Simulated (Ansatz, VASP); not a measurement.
**KTaO3 in VASP and in Ansatz**

POSCAR

```
KTaO3
1.0
    4.0880075000      0.0000000000      0.0000000000
    0.0000000000      3.9883000000      0.0000000000
    0.0000000000      0.0000000000      3.9883000000
K Ta O
1 1 3
Direct
    0.5000000000      0.5000000000      0.5000000000
    0.0000000000      0.0000000000      0.0000000000
    0.5000000000      0.0000000000      0.0000000000
    0.0000000000      0.5000000000      0.0000000000
    0.0000000000      0.0000000000      0.5000000000
```

Contents of INCAR.step1:

```
SYSTEM = KTaO3
PREC = Accurate ; ENCUT = 520
ISMEAR = 0 ; SIGMA = 0.05
LREAL = .FALSE. ; LASPH = .TRUE.
NELM = 80 ; NBANDS = 27
GGA = PE ; ALGO = Normal
EDIFF = 1E-4 ; LWAVE = .TRUE.
LCHARG = .FALSE.
```

The input INCAR.step2:

```
SYSTEM = KTaO3
PREC = Accurate ; ENCUT = 520
EDIFF = 1E-6 ; ISMEAR = 0
SIGMA = 0.05 ; LREAL = .FALSE.
LASPH = .TRUE. ; NELM = 80
ALGO = Normal ; ISIF = 2
LWAVE = .FALSE. ; LCHARG = .FALSE.
METAGGA = R2SCAN ; LMIXTAU = .TRUE.
NBANDS = 27 ; ISTART = 1
```

KPOINTS

```
regular mesh
0
G
  6 6 6
  0 0 0
```

Input for Ansatz:

```yaml
crystal:
  lattice:
    - [4.0880075, 0.0, 0.0]
    - [0.0, 3.9883, 0.0]
    - [0.0, 0.0, 3.9883]
  atoms:
    - { symbol: K, position: [0.5, 0.5, 0.5] }
    - { symbol: Ta, position: [0.0, 0.0, 0.0] }
    - { symbol: O, position: [0.5, 0.0, 0.0] }
    - { symbol: O, position: [0.0, 0.5, 0.0] }
    - { symbol: O, position: [0.0, 0.0, 0.5] }
basis:
  ecutwfc: 500
kpoints:
  mp_grid: { grid: [6, 6, 6] }
hamiltonian:
  xc: r2scan
scf:
  occupations: { method: gaussian, width: 0.05 }
output:
  forces: true
  stress: true
  eigenvalues: true
```

Change from the starting cell: strain +0.0250 x Voigt [1, 0, 0, 0, 0, 0], atoms carried along.

Alike in both runs: task single point; functional r2SCAN; k mesh 6 × 6 × 6; occupations gaussian, width 0.05 eV; no spin polarisation.

|  | VASP | Ansatz |
| --- | --- | --- |
| version | VASP 6.6.1 | Ansatz 0.2.0 |
| potentials or method | VASP PAW PBE potentials, release 64 (K_sv, Ta_pv, O), cutoff 520 eV | scalar-relativistic, plane waves, PAW |
| valence electrons in the cell | 38 | 40 |

```csv
,VASP,Ansatz,Ansatz less VASP
gap on the k mesh at the Fermi level (eV),2.51,2.53,+0.029
least direct gap on the mesh (eV),3.16,3.17,+0.018
pressure (GPa),-3.6,-4.4,-0.82
"traceless stress, the component that is largest in VASP (GPa)",-5.57,-5.48,+0.086
```

VASP's potentials were made for PBE, not for r2SCAN. With one functional, cell and mesh, what is left measures potentials, basis and numerics. VASP's potentials hold 38 valence electrons a cell and Ansatz's 40, so a difference there can come from the potentials and not from the codes.

Neither program's run includes spin-orbit coupling.
